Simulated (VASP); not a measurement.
# LiSc3 (Pm-3m) in VASP: further runs

LiSc3 is run at these levels: PBE; tasks: relaxation of cell and atoms, single point.

All numbers are computed with VASP 6.6.1; they aren't measurements. Logs are shortened: lines on timing, memory, paths and dates and some standing lists are left out, and cuts for length are marked.

### 1 The cell of the first run

It takes space group Pm-3m (No. 221, cubic). Conventional cell: a = 4.091 Å, b = 4.091 Å, c = 4.091 Å, α = 90.00°, β = 90.00°, γ = 90.00°. Within 3.8 Å of Li (site symmetry m-3m) lie 12 Sc at 2.89 Å. Sc (site symmetry 4/mmm) has 4 Li at 2.89 Å and 8 Sc at 2.89 Å within 3.8 Å.

### 2 Relaxation of cell and atoms, PBE

Contents of INCAR:

```
PREC = Accurate
ENCUT = 600
EDIFF = 1E-6
ISMEAR = 0
SIGMA = 0.1
LREAL = False
LASPH = True
NELM = 60
ALGO = Normal
ISIF = 3
LWAVE = False
LCHARG = False
GGA = PE
IBRION = 2
NSW = 90
EDIFFG = -0.04
```

Contents of KPOINTS:

```
Automatic mesh
0
Gamma
  4 4 4
```

Contents of POSCAR:

```
LiSc3
1.0
    4.0907307234      0.0000000000      0.0000000000
    0.0000000000      4.0907307234      0.0000000000
    0.0000000000      0.0000000000      4.0907307234
Li Sc
1 3
Direct
    0.0000000000      0.0000000000      0.0000000000
    0.0000000000      0.5000000000      0.5000000000
    0.5000000000      0.0000000000      0.5000000000
    0.5000000000      0.5000000000      0.0000000000
```

Potentials or basis: VASP PAW PBE potentials, release 64 (Li_sv, Sc_sv).

The run is started by

```
cat potpaw_PBE.64/Li_sv/POTCAR potpaw_PBE.64/Sc_sv/POTCAR > POTCAR
mpirun -np 1 vasp_std > vasp.out
```

OUTCAR:

```text
PREC = Accurate
   ENCUT = 600
   EDIFF = 1E-6
   ISMEAR = 0
   LREAL = False
   LASPH = True
   NELM = 60
   ISIF = 3
   GGA = PE
   IBRION = 2
   NSW = 90
   EDIFFG = -0.04

 ion  position               nearest neighbor table
   1  0.000  0.000  0.000-   2 2.89   3 2.89   4 2.89   2 2.89   3 2.89   2 2.89   4 2.89   2 2.89
                             3 2.89   4 2.89   3 2.89   4 2.89
   2  0.000  0.500  0.500-   1 2.89   3 2.89   4 2.89   1 2.89   4 2.89   1 2.89   3 2.89   1 2.89
                             3 2.89   4 2.89   4 2.89   3 2.89
   3  0.500  0.000  0.500-   1 2.89   2 2.89   4 2.89   1 2.89   4 2.89   2 2.89   4 2.89   4 2.89
                             1 2.89   2 2.89   1 2.89   2 2.89
   4  0.500  0.500  0.000-   1 2.89   2 2.89   3 2.89   2 2.89   3 2.89   1 2.89   3 2.89   3 2.89
                             1 2.89   2 2.89   2 2.89   1 2.89

  LATTYP: Found a simple cubic cell.
 ALAT       =     4.0907307234

  Lattice vectors:

 A1 = (   4.0907307234,   0.0000000000,   0.0000000000)
 A2 = (   0.0000000000,   4.0907307234,   0.0000000000)
 A3 = (   0.0000000000,   0.0000000000,   4.0907307234)

Analysis of symmetry for initial positions (statically):
=====================================================================
 Subroutine PRICEL returns:
 Original cell was already a primitive cell.

 Routine SETGRP: Setting up the symmetry group for a
 simple cubic supercell.

 Subroutine GETGRP returns: Found 48 space group operations
 (whereof 48 operations were pure point group operations)
 out of a pool of 48 trial point group operations.

The static configuration has the point symmetry O_h .

Analysis of symmetry for dynamics (positions and initial velocities):
=====================================================================
 Subroutine PRICEL returns:
 Original cell was already a primitive cell.

 Routine SETGRP: Setting up the symmetry group for a
 simple cubic supercell.

 Subroutine GETGRP returns: Found 48 space group operations
 (whereof 48 operations were pure point group operations)
 out of a pool of 48 trial point group operations.

The dynamic configuration has the point symmetry O_h .

 Subroutine INISYM returns: Found 48 space group operations
 (whereof 48 operations are pure point group operations),
 and found     1 'primitive' translations

----------------------------------------------------------------------------------------

                                     Primitive cell

  volume of cell :      68.4546

  direct lattice vectors                    reciprocal lattice vectors
     4.090730723  0.000000000  0.000000000     0.244455103  0.000000000  0.000000000
     0.000000000  4.090730723  0.000000000     0.000000000  0.244455103  0.000000000
     0.000000000  0.000000000  4.090730723     0.000000000  0.000000000  0.244455103

  length of vectors
     4.090730723  4.090730723  4.090730723     0.244455103  0.244455103  0.244455103

  position of ions in fractional coordinates (direct lattice)
     0.000000000  0.000000000  0.000000000
     0.000000000  0.500000000  0.500000000
     0.500000000  0.000000000  0.500000000
     0.500000000  0.500000000  0.000000000

  ion indices of the primitive-cell ions
   primitive index   ion index
                 1           1
                 2           2
                 3           3
                 4           4

----------------------------------------------------------------------------------------

 KPOINTS: Automatic mesh

Automatic generation of k-mesh.
 Grid dimensions read from file:
 generate k-points for:    4    4    4

 Generating k-lattice:

  Cartesian coordinates                     Fractional coordinates (reciprocal lattice)
     0.061113776  0.000000000  0.000000000     0.250000000  0.000000000  0.000000000
     0.000000000  0.061113776  0.000000000     0.000000000  0.250000000  0.000000000
     0.000000000  0.000000000  0.061113776     0.000000000  0.000000000  0.250000000

  Length of vectors
     0.061113776  0.061113776  0.061113776

  Shift w.r.t. Gamma in fractional coordinates (k-lattice)
     0.000000000  0.000000000  0.000000000

 Subroutine IBZKPT returns following result:
 ===========================================

 Found     10 irreducible k-points:

 Following reciprocal coordinates:
            Coordinates               Weight
  0.000000  0.000000  0.000000      1.000000
  0.250000  0.000000  0.000000      6.000000
  0.500000  0.000000  0.000000      3.000000
  0.250000  0.250000  0.000000     12.000000
  0.500000  0.250000  0.000000     12.000000
  0.500000  0.500000  0.000000      3.000000
  0.250000  0.250000  0.250000      8.000000
  0.500000  0.250000  0.250000     12.000000
  0.500000  0.500000  0.250000      6.000000
  0.500000  0.500000  0.500000      1.000000
   k-points           NKPTS =     10   k-points in BZ     NKDIM =     10   number of bands    NBANDS=     22
   number of dos      NEDOS =    301   number of ions     NIONS =      4
   total plane-waves  NPLWV =  46656
   dimension x,y,z NGX =    36 NGY =   36 NGZ =   36
   dimension x,y,z NGXF=    72 NGYF=   72 NGZF=   72
   ions per type =               1   3
   NGX,Y,Z   is equivalent  to a cutoff of  14.63, 14.63, 14.63 a.u.
   NGXF,Y,Z  is equivalent  to a cutoff of  29.26, 29.26, 29.26 a.u.
 SYSTEM =  unknown system
   PREC   = accura    normal or accurate (medium, high low for compatibility)
   ISTART =      0    job   : 0-new  1-cont  2-samecut
   ICHARG =      2    charge: 1-file 2-atom 10-const
   ISPIN  =      1    spin polarized calculation?
   LNONCOLLINEAR =      F non collinear calculations
   LSORBIT =      F    spin-orbit coupling
   LASPH  =      T    aspherical Exc in radial PAW
   ENCUT  =  600.0 eV  44.10 Ry    6.64 a.u.   8.17  8.17  8.17*2*pi/ulx,y,z
   NELM   =     60;   NELMIN=  2; NELMDL= -5     # of ELM steps
   EDIFF  = 0.1E-05   stopping-criterion for ELM
   LREAL  =      F    real-space projection
   EDIFFG = -.4E-01   stopping-criterion for IOM
   NSW    =     90    number of steps for IOM
   IBRION =      2    ionic relax: 0-MD 1-quasi-New 2-CG
   NFREE  =      1    steps in history (QN), initial steepest desc. (CG)
   ISIF   =      3    stress and relaxation
   ISYM   =      2    0-nonsym 1-usesym 2-fastsym
   POTIM  = 0.5000    time-step for ionic-motion
   TEBEG  =    0.0;   TEEND  =   0.0 temperature during run
   PSTRESS=    0.0 pullay stress
   NELECT =      36.0000    total number of electrons
   NUPDOWN=      -1.0000    fix difference up-down
   EMIN   =  10.00;   EMAX   =-10.00  energy-range for DOS
   EFERMI =   0.00;   METHOD = LEGACY
   ISMEAR =     0;   SIGMA  =   0.10  broadening in eV -4-tet -1-fermi 0-gaus
   EFERMI_NEDOS =   21; number of points for ismear=-14 and -15
   IALGO  =     38    algorithm
   IMIX   =      4    mixing-type and parameters
     AMIX     =   0.40;   BMIX     =  1.00
     AMIX_MAG =   1.60;   BMIX_MAG =  1.00
  volume/ion in A,a.u.               =      17.11       115.49
  Fermi-wavevector in a.u.,A,eV,Ry     =   1.321422  2.497125 23.757886  1.746155
  Thomas-Fermi vector in A             =   2.451177
   LORBIT       =      0    0 simple, 1 ext, 2 COOP (PROOUT), +10 PAW based schemes
   GGA     = PE    functional components
   LHFCALC =     F    Hartree Fock is set to
   AEXX    =    0.0000 exact exchange contribution
   IVDW    =     0    specifies the selected vdW correction
   LEPSILON=     F    determine dielectric tensor
   LRPA    =     F    only Hartree local field effects (RPA)
 conjugate gradient relaxation of ions
 non-spin polarized calculation
 Gauss-broadening in eV      SIGMA  =   0.10
  energy-cutoff  :      600.00
  volume of cell :       68.45
 maximum number of plane-waves:      2320
 NGX is ok and might be reduce to    36
   NGX = 17   NGY = 17   NGZ = 17

--------------------------------------- Ionic step        1  -------------------------------------------

 number of electron      36.0000006 magnetization

 Free energy of the ion-electron system (eV)
  ---------------------------------------------------
  ext. energy  EPLUGINS =         0.00000000
  ---------------------------------------------------
  free energy    TOTEN  =       -18.51765753 eV

  energy without entropy =      -18.48005046  energy(sigma->0) =      -18.49885399

 E-fermi :   4.8479     XC(G=0): -10.5676

 val. band max:        4.8292978526   @ k =   0.2500   0.2500   0.0000
 cond. band min:       4.8681134979   @ k =   0.5000   0.0000   0.0000
 fundamental gap:      0.0388156453
 Fermi energy:         4.8479434941

 k-point     1 :       0.0000    0.0000    0.0000
  band No.  band energies     occupation
      1     -44.0156      2.00000
      2     -43.7611      2.00000
      3     -43.7611      2.00000
      4     -39.7668      2.00000
      5     -23.0198      2.00000
      6     -23.0198      2.00000
[... 14 lines left out ...]
     21       7.7476      0.00000
     22       7.7476      0.00000
[... 531 lines left out ...]
 VOLUME and BASIS-vectors are now :
 -----------------------------------------------------------------------------
  energy-cutoff  :      600.00
  volume of cell :       92.20
      direct lattice vectors                 reciprocal lattice vectors
     4.517664788  0.000000000  0.000000000     0.221353298  0.000000000 -0.000000000
    -0.000000000  4.517664788  0.000000000    -0.000000000  0.221353298 -0.000000000
     0.000000000  0.000000000  4.517664788    -0.000000000 -0.000000000  0.221353298

 POSITION                                       TOTAL-FORCE (eV/Angst)
 -----------------------------------------------------------------------------------
      0.00000      0.00000      0.00000         0.000000     -0.000000      0.000000
      0.00000      2.25883      2.25883        -0.000000      0.000000      0.000000
      2.25883      0.00000      2.25883         0.000000      0.000000      0.000000
      2.25883      2.25883      0.00000         0.000000     -0.000000      0.000000
 -----------------------------------------------------------------------------------
    total drift:                                0.000000      0.000000      0.000000

  FREE ENERGIE OF THE ION-ELECTRON SYSTEM (eV)
  ---------------------------------------------------
  free  energy   TOTEN  =       -19.8055236648 eV

  energy  without entropy=      -19.7571552110  energy(sigma->0) =      -19.78133944

--------------------------------------- Ionic step        3  -------------------------------------------

 number of electron      36.0000028 magnetization

 Free energy of the ion-electron system (eV)
  ---------------------------------------------------
  ext. energy  EPLUGINS =         0.00000000
  ---------------------------------------------------
  free energy    TOTEN  =       -19.80715411 eV

  energy without entropy =      -19.75810852  energy(sigma->0) =      -19.78263132

 E-fermi :   3.0852     XC(G=0):  -9.3317

 val. band max:        3.0699104783   @ k =   0.5000   0.2500   0.2500
 cond. band min:       3.0861740213   @ k =   0.2500   0.2500   0.0000
 fundamental gap:      0.0162635430
 Fermi energy:         3.0852184458

 k-point     1 :       0.0000    0.0000    0.0000
  band No.  band energies     occupation
      1     -46.5500      2.00000
      2     -46.4776      2.00000
      3     -46.4776      2.00000
      4     -42.1541      2.00000
      5     -25.3006      2.00000
      6     -25.3006      2.00000
[... 14 lines left out ...]
     21       4.9106      0.00000
     22       4.9106      0.00000
[... 236 lines left out ...]
 VOLUME and BASIS-vectors are now :
 -----------------------------------------------------------------------------
  energy-cutoff  :      600.00
  volume of cell :       93.48
      direct lattice vectors                 reciprocal lattice vectors
     4.538383966  0.000000000  0.000000000     0.220342749  0.000000000 -0.000000000
    -0.000000000  4.538383966  0.000000000    -0.000000000  0.220342749 -0.000000000
     0.000000000  0.000000000  4.538383966    -0.000000000 -0.000000000  0.220342749

 POSITION                                       TOTAL-FORCE (eV/Angst)
 -----------------------------------------------------------------------------------
      0.00000      0.00000      0.00000         0.000000     -0.000000      0.000000
      0.00000      2.26919      2.26919        -0.000000      0.000000      0.000000
      2.26919      0.00000      2.26919         0.000000      0.000000      0.000000
      2.26919      2.26919      0.00000         0.000000     -0.000000      0.000000
 -----------------------------------------------------------------------------------
    total drift:                                0.000000      0.000000      0.000000

  FREE ENERGIE OF THE ION-ELECTRON SYSTEM (eV)
  ---------------------------------------------------
  free  energy   TOTEN  =       -19.8071541097 eV

  energy  without entropy=      -19.7581085219  energy(sigma->0) =      -19.78263132

 reached required accuracy - stopping structural energy minimisation
```

Wall time 1.7 min (1 thread of Intel Xeon 8259CL, shared host); peak memory 0.18 GiB.

What came out:

```yaml
Free_energy: -19.8072 eV
Relaxed_volume: 23.37 Å³/atom
Relaxed_cell: a = 4.538 Å, b = 4.538 Å, c = 4.538 Å, α = 90.00°, β = 90.00°, γ = 90.00°
Space_group_after_relaxing_to_0.1_Å: Pm-3m (No. 221)
Energy_gained_by_relaxing: 322.4 meV/atom
Ionic_steps: 3
Pressure_after_relaxing: -0.1 GPa
Band_gap_on_the_k_mesh: zero (bands 18 and 19 overlap by 0.34 eV)
```

Step by step:
```
step  energy change (eV)  largest force (eV/Å)  pressure (GPa)  volume (Å³)
   1              0.0000                0.0000           20.25        68.45
   2             -1.2879                0.0000            0.51        92.20
   3             -1.2895                0.0000           -0.09        93.48
```

Final structure:
```xyz
4
Lattice="4.5384 0.0000 0.0000 0.0000 4.5384 0.0000 0.0000 0.0000 4.5384" Properties=species:S:1:pos:R:3 pbc="T T T"
Li    0.0000    0.0000    0.0000
Sc    0.0000    2.2692    2.2692
Sc    2.2692    0.0000    2.2692
Sc    2.2692    2.2692    0.0000
```

Caveat: the k points lie up to 0.35 Å⁻¹ apart in the final cell; the cutoff is under 1.25 times the usual one of these potentials, so pressure, stress and relaxed cells hold a basis-set (Pulay) error; the volume moved by over 15 % at a fixed basis, so the end points are rough.

### 3 Single point, PBE

This run uses another cell than the first one, of 23.36 Å³/atom.

Contents of INCAR:

```
PREC = Accurate ; ENCUT = 520
EDIFF = 1E-6 ; ISMEAR = 0
SIGMA = 0.1 ; LREAL = F
LASPH = T ; NELM = 60
ALGO = Fast ; ISIF = 2
LWAVE = F ; LCHARG = F
GGA = PE ; NBANDS = 26
```

Contents of KPOINTS:

```
Automatic mesh
0
Gamma
  10 10 10
```

Contents of POSCAR:

```
LiSc3
1.0
    4.5378561235      0.0000000000      0.0000000000
    0.0000000000      4.5378561235      0.0000000000
    0.0000000000      0.0000000000      4.5378561235
Li Sc
1 3
Direct
    0.0000000000      0.0000000000      0.0000000000
    0.0000000000      0.5000000000      0.5000000000
    0.5000000000      0.0000000000      0.5000000000
    0.5000000000      0.5000000000      0.0000000000
```

Potentials or basis: VASP PAW PBE potentials, release 64 (Li_sv, Sc_sv).

The run is started by

```
cat potpaw_PBE.64/Li_sv/POTCAR potpaw_PBE.64/Sc_sv/POTCAR > POTCAR
mpirun -np 1 vasp_std > vasp.out
```

OUTCAR:

```text
PREC = Accurate
   ENCUT = 520
   EDIFF = 1E-6
   ISMEAR = 0
   LREAL = F
   LASPH = T
   NELM = 60
   ISIF = 2
   GGA = PE

 ion  position               nearest neighbor table
   1  0.000  0.000  0.000-
   2  0.000  0.500  0.500-   3 3.21   4 3.21   4 3.21   3 3.21   3 3.21   4 3.21   4 3.21   3 3.21

   3  0.500  0.000  0.500-   2 3.21   4 3.21   4 3.21   2 3.21   4 3.21   4 3.21   2 3.21   2 3.21

[... 898 lines left out ...]
  FORCE on cell =-STRESS in cart. coord.  units (eV):
  Direction    XX          YY          ZZ          XY          YZ          ZX
  --------------------------------------------------------------------------------------
  -------------------------------------------------------------------------------------
  Total       -0.0007859     -0.0007859     -0.0007859     -0.0000000     -0.0000000      0.0000000
  in kB       -0.0134752     -0.0134752     -0.0134752     -0.0000000     -0.0000000      0.0000000
  external PRESSURE =      -0.0134752 kB  Pullay stress =       0.0000000 kB

 VOLUME and BASIS-vectors are now :
 -----------------------------------------------------------------------------
  energy-cutoff  :      520.00
  volume of cell :       93.44
      direct lattice vectors                 reciprocal lattice vectors
     4.537856124  0.000000000  0.000000000     0.220368379  0.000000000  0.000000000
     0.000000000  4.537856124  0.000000000     0.000000000  0.220368379  0.000000000
     0.000000000  0.000000000  4.537856124     0.000000000  0.000000000  0.220368379

 POSITION                                       TOTAL-FORCE (eV/Angst)
 -----------------------------------------------------------------------------------
      0.00000      0.00000      0.00000         0.000000      0.000000      0.000000
      0.00000      2.26893      2.26893         0.000000      0.000000      0.000000
      2.26893      0.00000      2.26893         0.000000      0.000000      0.000000
      2.26893      2.26893      0.00000         0.000000      0.000000      0.000000
 -----------------------------------------------------------------------------------
    total drift:                                0.000000      0.000000      0.000000

  FREE ENERGIE OF THE ION-ELECTRON SYSTEM (eV)
  ---------------------------------------------------
  free  energy   TOTEN  =       -19.7928810730 eV

  energy  without entropy=      -19.7407660349  energy(sigma->0) =      -19.76682355
```

stdout:

```text
POSCAR found type information on POSCAR LiSc
 POSCAR found :  2 types and       4 ions
 scaLAPACK will be used
 LDA part: xc-table for (Slater+PW92), standard interpolation
 POSCAR, INCAR and KPOINTS ok, starting setup
 FFT: planning ... GRIDC
 FFT: planning ... GRID_SOFT
 FFT: planning ... GRID
 WAVECAR not read
 entering main loop
WARNING in EDDRMM: call to ZHEGV failed, returncode =   8  4     23
WARNING in EDDRMM: call to ZHEGV failed, returncode =   8  4     10
WARNING in EDDRMM: call to ZHEGV failed, returncode =   8  4     11
WARNING in EDDRMM: call to ZHEGV failed, returncode =   6  3     12
WARNING in EDDRMM: call to ZHEGV failed, returncode =   8  4     13
WARNING in EDDRMM: call to ZHEGV failed, returncode =   6  3      5
WARNING in EDDRMM: call to ZHEGV failed, returncode =   6  3      7
WARNING in EDDRMM: call to ZHEGV failed, returncode =   8  4     12
WARNING in EDDRMM: call to ZHEGV failed, returncode =   6  3     24
WARNING in EDDRMM: call to ZHEGV failed, returncode =   8  4     12
WARNING in EDDRMM: call to ZHEGV failed, returncode =   8  4      9
WARNING in EDDRMM: call to ZHEGV failed, returncode =   8  4      6
WARNING in EDDRMM: call to ZHEGV failed, returncode =   6  3     12
WARNING in EDDRMM: call to ZHEGV failed, returncode =   6  3     10
WARNING in EDDRMM: call to ZHEGV failed, returncode =   8  4     13
WARNING in EDDRMM: call to ZHEGV failed, returncode =   6  3     12
```

It took 16 min on 1 thread of Intel Xeon 8259CL, shared host; peak memory 0.25 GiB.

What came out:

```
Free energy            : -19.7929 eV
Band gap on the k mesh : zero (bands 18 and 19 overlap by 0.37 eV)
```

Caveat: the cutoff is under 1.25 times the usual one of these potentials, so pressure, stress and relaxed cells hold a basis-set (Pulay) error.

(Continued in part 2 of 2.)
